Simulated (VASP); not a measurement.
# Lu (Fm-3m) in VASP: further runs

Runs on Lu. Level: PBEsol. Tasks: single point, relaxation of volume and atoms at fixed shape.

Everything below comes from runs of VASP 6.6.1. Logs are shortened: lines on timing, memory, paths and dates and some standing lists are left out, and cuts for length are marked.

### Step 1. The cell of the first run

Symmetry: Fm-3m, No. 225, cubic system. Conventional cell: a = 4.769 Å, b = 4.769 Å, c = 4.769 Å, α = 90.00°, β = 90.00°, γ = 90.00°. Within 4.4 Å of Lu (site symmetry m-3m) lie 12 Lu at 3.37 Å.

This isn't the form of Lu at room conditions, which is hcp.

### Step 2. Single point, PBEsol

INCAR reads:

```
SYSTEM = Lu
ALGO = Normal ; EDIFF = 1E-6
ENCUT = 520 ; GGA = PS
ISIF = 2 ; ISMEAR = 1
LASPH = .TRUE. ; LCHARG = .FALSE.
LREAL = .FALSE. ; LWAVE = .FALSE.
NBANDS = 58 ; NELM = 60
PREC = Accurate ; SIGMA = 0.1
```

KPOINTS reads:

```
k-points
0
G
  5 5 5
  0 0 0
```

POSCAR reads:

```
Lu
1.0
    4.7689300714      0.0000000000      0.0000000000
    0.0000000000      4.7689300714      0.0000000000
    0.0000000000      0.0000000000      4.7689300714
Lu
4
Direct
    0.0000000000      0.0000000000      0.0000000000
    0.0000000000      0.5000000000      0.5000000000
    0.5000000000      0.0000000000      0.5000000000
    0.5000000000      0.5000000000      0.0000000000
```

Potentials or basis: VASP PAW PBE potentials, release 64 (Lu).

Run with:

```console
$ cat potpaw_PBE.64/Lu/POTCAR > POTCAR
$ mpirun -np 1 vasp_std > vasp.out
```

OUTCAR:

```text
SYSTEM = Lu
   EDIFF = 1E-6
   ENCUT = 520
   GGA = PS
   ISIF = 2
   ISMEAR = 1
   LASPH = .TRUE.
   LREAL = .FALSE.
   NELM = 60
   PREC = Accurate

 ion  position               nearest neighbor table
   1  0.000  0.000  0.000-   2 3.37   3 3.37   4 3.37   2 3.37   3 3.37   2 3.37   4 3.37   2 3.37
                             3 3.37   4 3.37   3 3.37   4 3.37
   2  0.000  0.500  0.500-   1 3.37   3 3.37   4 3.37   1 3.37   4 3.37   1 3.37   3 3.37   1 3.37
                             3 3.37   4 3.37   4 3.37   3 3.37
   3  0.500  0.000  0.500-   1 3.37   2 3.37   4 3.37   1 3.37   4 3.37   2 3.37   4 3.37   4 3.37
                             1 3.37   2 3.37   1 3.37   2 3.37
   4  0.500  0.500  0.000-   1 3.37   2 3.37   3 3.37   2 3.37   3 3.37   1 3.37   3 3.37   3 3.37
                             1 3.37   2 3.37   2 3.37   1 3.37

  LATTYP: Found a simple cubic cell.
 ALAT       =     4.7689300714

  Lattice vectors:

 A1 = (   4.7689300714,   0.0000000000,   0.0000000000)
 A2 = (   0.0000000000,   4.7689300714,   0.0000000000)
 A3 = (   0.0000000000,   0.0000000000,   4.7689300714)

Analysis of symmetry for initial positions (statically):
=====================================================================
 Subroutine PRICEL returns following result:

  LATTYP: Found a face centered cubic cell.
 ALAT       =     4.7689300714

  Lattice vectors:

 A1 = (   2.3844650357,  -2.3844650357,   0.0000000000)
 A2 = (   2.3844650357,   0.0000000000,   2.3844650357)
 A3 = (   0.0000000000,  -2.3844650357,   2.3844650357)

   4 primitive cells build up your supercell.

 Routine SETGRP: Setting up the symmetry group for a
 simple cubic supercell.

 Subroutine GETGRP returns: Found 48 space group operations
 (whereof 48 operations were pure point group operations)
 out of a pool of 48 trial point group operations.

The static configuration has the point symmetry O_h .

Analysis of symmetry for dynamics (positions and initial velocities):
=====================================================================
 Subroutine PRICEL returns following result:

  LATTYP: Found a face centered cubic cell.
 ALAT       =     4.7689300714

  Lattice vectors:

 A1 = (   2.3844650357,  -2.3844650357,   0.0000000000)
 A2 = (   2.3844650357,   0.0000000000,   2.3844650357)
 A3 = (   0.0000000000,  -2.3844650357,   2.3844650357)

[... 90 lines left out ...]
   ENCUT  =  520.0 eV  38.22 Ry    6.18 a.u.   8.87  8.87  8.87*2*pi/ulx,y,z
   NELM   =     60;   NELMIN=  2; NELMDL= -5     # of ELM steps
   EDIFF  = 0.1E-05   stopping-criterion for ELM
   LREAL  =      F    real-space projection
   EDIFFG = 0.1E-04   stopping-criterion for IOM
   NSW    =      0    number of steps for IOM
   IBRION =     -1    ionic relax: 0-MD 1-quasi-New 2-CG
   NFREE  =      0    steps in history (QN), initial steepest desc. (CG)
   ISIF   =      2    stress and relaxation
   ISYM   =      2    0-nonsym 1-usesym 2-fastsym
   POTIM  = 0.5000    time-step for ionic-motion
   TEBEG  =    0.0;   TEEND  =   0.0 temperature during run
   PSTRESS=    0.0 pullay stress
   NELECT =     100.0000    total number of electrons
   NUPDOWN=      -1.0000    fix difference up-down
   EMIN   =  10.00;   EMAX   =-10.00  energy-range for DOS
   EFERMI =   0.00;   METHOD = LEGACY
   ISMEAR =     1;   SIGMA  =   0.10  broadening in eV -4-tet -1-fermi 0-gaus
   EFERMI_NEDOS =   21; number of points for ismear=-14 and -15
   IALGO  =     38    algorithm
   IMIX   =      4    mixing-type and parameters
     AMIX     =   0.40;   BMIX     =  1.00
     AMIX_MAG =   1.60;   BMIX_MAG =  1.00
  volume/ion in A,a.u.               =      27.11       182.98
  Fermi-wavevector in a.u.,A,eV,Ry     =   1.593384  3.011060 34.543473  2.538874
  Thomas-Fermi vector in A             =   2.691623
   LORBIT       =      0    0 simple, 1 ext, 2 COOP (PROOUT), +10 PAW based schemes
   GGA     = PS    functional components
   LHFCALC =     F    Hartree Fock is set to
   AEXX    =    0.0000 exact exchange contribution
   IVDW    =     0    specifies the selected vdW correction
   LEPSILON=     F    determine dielectric tensor
   LRPA    =     F    only Hartree local field effects (RPA)
 non-spin polarized calculation
 Methfessel and Paxton  Order N= 1 SIGMA  =   0.10
  energy-cutoff  :      520.00
  volume of cell :      108.46
 maximum number of plane-waves:      2945
 NGX is ok and might be reduce to    36
   NGX = 17   NGY = 17   NGZ = 17

 number of electron     100.0000000 magnetization

 number of electron      99.9999956 magnetization

 Free energy of the ion-electron system (eV)
  ---------------------------------------------------
  ext. energy  EPLUGINS =         0.00000000
  ---------------------------------------------------
  free energy    TOTEN  =       -19.60523201 eV

  energy without entropy =      -19.59909173  energy(sigma->0) =      -19.60318525

 E-fermi :   2.4246     XC(G=0): -11.1236

 val. band max:        2.4028611948   @ k =   0.4000   0.2000   0.0000
 cond. band min:       2.4334968076   @ k =   0.4000   0.2000   0.2000
 fundamental gap:      0.0306356128
 Fermi energy:         2.4245597934

 k-point     1 :       0.0000    0.0000    0.0000
  band No.  band energies     occupation
      1     -53.6330      2.00000
      2     -53.5780      2.00000
      3     -53.5780      2.00000
      4     -53.5780      2.00000
      5     -24.5955      2.00000
      6     -24.5955      2.00000
[... 599 lines left out ...]
     57       4.6193      0.00000
     58       4.7432      0.00000

------------------------ aborting loop because EDIFF is reached ----------------------------------------

  FORCE on cell =-STRESS in cart. coord.  units (eV):
  Direction    XX          YY          ZZ          XY          YZ          ZX
  --------------------------------------------------------------------------------------
  -------------------------------------------------------------------------------------
  Total        0.0257231      0.0257231      0.0257231     -0.0000000     -0.0000000      0.0000000
  in kB        0.3799895      0.3799895      0.3799895     -0.0000000     -0.0000000      0.0000000
  external PRESSURE =       0.3799895 kB  Pullay stress =       0.0000000 kB

 VOLUME and BASIS-vectors are now :
 -----------------------------------------------------------------------------
  energy-cutoff  :      520.00
  volume of cell :      108.46
      direct lattice vectors                 reciprocal lattice vectors
     4.768930071  0.000000000  0.000000000     0.209690640  0.000000000  0.000000000
     0.000000000  4.768930071  0.000000000     0.000000000  0.209690640  0.000000000
     0.000000000  0.000000000  4.768930071     0.000000000  0.000000000  0.209690640

 POSITION                                       TOTAL-FORCE (eV/Angst)
 -----------------------------------------------------------------------------------
      0.00000      0.00000      0.00000        -0.000000      0.000000      0.000000
      0.00000      2.38447      2.38447         0.000000     -0.000000     -0.000000
      2.38447      0.00000      2.38447         0.000000     -0.000000      0.000000
      2.38447      2.38447      0.00000        -0.000000      0.000000     -0.000000
 -----------------------------------------------------------------------------------
    total drift:                                0.000000      0.000000      0.000000

  FREE ENERGIE OF THE ION-ELECTRON SYSTEM (eV)
  ---------------------------------------------------
  free  energy   TOTEN  =       -19.6052320131 eV

  energy  without entropy=      -19.5990917275  energy(sigma->0) =      -19.60318525
```

OSZICAR:

```text
N       E                     dE             d eps       ncg     rms          rms(c)
DAV:   1     0.112999382769E+04    0.11300E+04   -0.30382E+04  1600   0.564E+03
DAV:   2     0.162938179503E+03   -0.96706E+03   -0.91983E+03  1528   0.114E+03
DAV:   3     0.462248833493E+01   -0.15832E+03   -0.15521E+03  1248   0.269E+02
DAV:   4    -0.184369999196E+02   -0.23059E+02   -0.22635E+02  1748   0.774E+01
DAV:   5    -0.199510379109E+02   -0.15140E+01   -0.15092E+01  1862   0.171E+01    0.750E+00
DAV:   6    -0.196502622995E+02    0.30078E+00   -0.21778E+00  1740   0.125E+01    0.283E+00
DAV:   7    -0.196091556200E+02    0.41107E-01   -0.27804E-01  1614   0.233E+00    0.707E-01
DAV:   8    -0.196045757099E+02    0.45799E-02   -0.48486E-02  1840   0.111E+00    0.252E-01
DAV:   9    -0.196056457530E+02   -0.10700E-02   -0.68609E-03  1468   0.614E-01    0.280E-01
DAV:  10    -0.196052271007E+02    0.41865E-03   -0.21069E-03  1584   0.396E-01    0.318E-02
DAV:  11    -0.196052305068E+02   -0.34061E-05   -0.24844E-04  1812   0.900E-02    0.509E-03
DAV:  12    -0.196052319502E+02   -0.14434E-05   -0.29366E-05  1382   0.336E-02    0.148E-03
DAV:  13    -0.196052320131E+02   -0.62890E-07   -0.13182E-06   824   0.507E-03
   1 F= -.19605232E+02 E0= -.19603185E+02  d E =-.614029E-02
```

stdout:

```text
POSCAR found type information on POSCAR Lu
 POSCAR found :  1 types and       4 ions
 scaLAPACK will be used
 -----------------------------------------------------------------------------
|                                                                             |
|                                                                             |
|     You enforced a specific xc type in the INCAR file but a different       |
|     I HOPE YOU KNOW WHAT YOU ARE DOING!                                     |
|                                                                             |
 -----------------------------------------------------------------------------

 LDA part: xc-table for (Slater+PW92), standard interpolation
 POSCAR, INCAR and KPOINTS ok, starting setup
 FFT: planning ... GRIDC
 FFT: planning ... GRID_SOFT
 FFT: planning ... GRID
 WAVECAR not read
 entering main loop
```

Wall time 1.9 min (1 thread of Oxide Virtual Turin-like, shared host); peak memory 0.19 GiB.

Results:

```yaml
Free_energy: -19.6052 eV
Pressure: 0.0 GPa
Band_gap_on_the_k_mesh: zero (bands 50 and 51 overlap by 1.29 eV)
```

Caveat: the PAW data sets were made with another functional, which shifts forces and pressure a little; spin-orbit coupling is left out, which moves the levels of the heavy elements.

### Step 3. Relaxation of volume and atoms at fixed shape, PBEsol

This run uses another cell than the first one, of 29.41 Å³/atom.

INCAR reads:

```
SYSTEM = Lu
ALGO = Normal ; EDIFF = 1E-6
EDIFFG = -0.02 ; ENCUT = 600
GGA = PS ; IBRION = 2
ISIF = 8 ; ISMEAR = 1
LASPH = .TRUE. ; LCHARG = .FALSE.
LREAL = .FALSE. ; LWAVE = .FALSE.
NELM = 60 ; NSW = 80
PREC = Accurate ; SIGMA = 0.1
```

KPOINTS is that of step 2.

POSCAR reads:

```
Lu
1.0
    4.9000000000      0.0000000000      0.0000000000
    0.0000000000      4.9000000000      0.0000000000
    0.0000000000      0.0000000000      4.9000000000
Lu
4
Direct
    0.0000000000      0.0000000000      0.0000000000
    0.0000000000      0.5000000000      0.5000000000
    0.5000000000      0.0000000000      0.5000000000
    0.5000000000      0.5000000000      0.0000000000
```

Potentials or basis: VASP PAW PBE potentials, release 64 (Lu).

Run with:

```console
$ cat potpaw_PBE.64/Lu/POTCAR > POTCAR
$ mpirun -np 1 vasp_std > vasp.out
```

Run time: 7.6 min. Hardware: 1 thread of Oxide Virtual Turin-like, shared host; peak memory 0.24 GiB.

The run converged. Its results:

```yaml
Free_energy: -19.6088 eV
Relaxed_volume: 27.24 Å³/atom
Relaxed_cell: a = 4.776 Å, b = 4.776 Å, c = 4.776 Å, α = 90.00°, β = 90.00°, γ = 90.00°
Space_group_after_relaxing_to_0.1_Å: Fm-3m (No. 225)
Energy_gained_by_relaxing: 23.2 meV/atom
Ionic_steps: 4
Pressure_after_relaxing: 0.0 GPa
Band_gap_on_the_k_mesh: zero (bands 50 and 51 overlap by 1.27 eV)
```

The path:
```csv
step,energy change (eV),largest force (eV/Å),pressure (GPa),volume (Å³)
1,0.0000,0.0000,-3.15,117.65
2,-0.0921,0.0000,0.13,108.08
3,-0.0925,0.0000,0.21,108.42
4,-0.0926,0.0000,0.00,108.94
```

Final structure:
```
Lu
1.0
     4.77604    0.00000    0.00000
     0.00000    4.77604    0.00000
     0.00000    0.00000    4.77604
Lu
4
Direct
  0.00000 0.00000 0.00000
  0.00000 0.50000 0.50000
  0.50000 0.00000 0.50000
  0.50000 0.50000 0.00000
```

Levels at points of the mesh, in eV from the Fermi level:
```csv
k point,band 49,band 50,band 51,band 52,band 53,band 54
"(0.00, 0.00, 0.00)",-0.98,-0.98,-0.98,2.22,2.22,2.22
```

Caveat: the PAW data sets were made with another functional, which shifts forces and pressure a little; spin-orbit coupling is left out, which moves the levels of the heavy elements.

The gap in the log of VASP goes by the Fermi energy; the results here count the filled bands.